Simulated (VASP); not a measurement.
Here is a VASP 6.6.1 calculation.

File INCAR:

```
PREC     = Accurate       # precision mode
ENCUT    = 500            # plane-wave cutoff, eV
EDIFF    = 1E-6           # SCF threshold, eV
ISMEAR   = 1              # smearing method
SIGMA    = 0.2            # smearing width, eV
LREAL    = False          # projectors in reciprocal space
LASPH    = True           # aspherical terms in the spheres
NELM     = 120            # most SCF steps
ALGO     = Normal         # electronic algorithm
ISIF     = 2              # what is computed and relaxed
LWAVE    = False          # write WAVECAR
LCHARG   = True           # write CHGCAR
GGA      = PS             # functional
LELF     = True           # ELF
LVHAR    = True         
NBANDS   = 15             # bands
GGA_COMPAT= False
```

Contents of KPOINTS:

```
regular mesh
0
Gamma
  4 4 4
```

Contents of POSCAR:

```
KBr
1.0
    0.0000000000      3.6882992926      3.6882992926
    3.6882992926      0.0000000000      3.6882992926
    3.6882992926      3.6882992926      0.0000000000
K Br
1 1
Direct
    0.0000000000      0.0000000000      0.0000000000
    0.2500000000      0.2500000000      0.2500000000
```

Potentials or basis: VASP PAW PBE potentials, release 64 (K_sv, Br).

Run with:

```bash
$ cat potpaw_PBE.64/K_sv/POTCAR potpaw_PBE.64/Br/POTCAR > POTCAR
$ mpirun -np 1 vasp_std > vasp.out
```

Predict the pressure.

-0.2 GPa.

Predict the band gap on the k mesh.

4.29 eV, indirect (least direct gap 4.31 eV).

Caveat: the PAW data sets were made with another functional, which shifts forces and pressure a little. As with any semilocal functional, this PBEsol gap is likely too small.
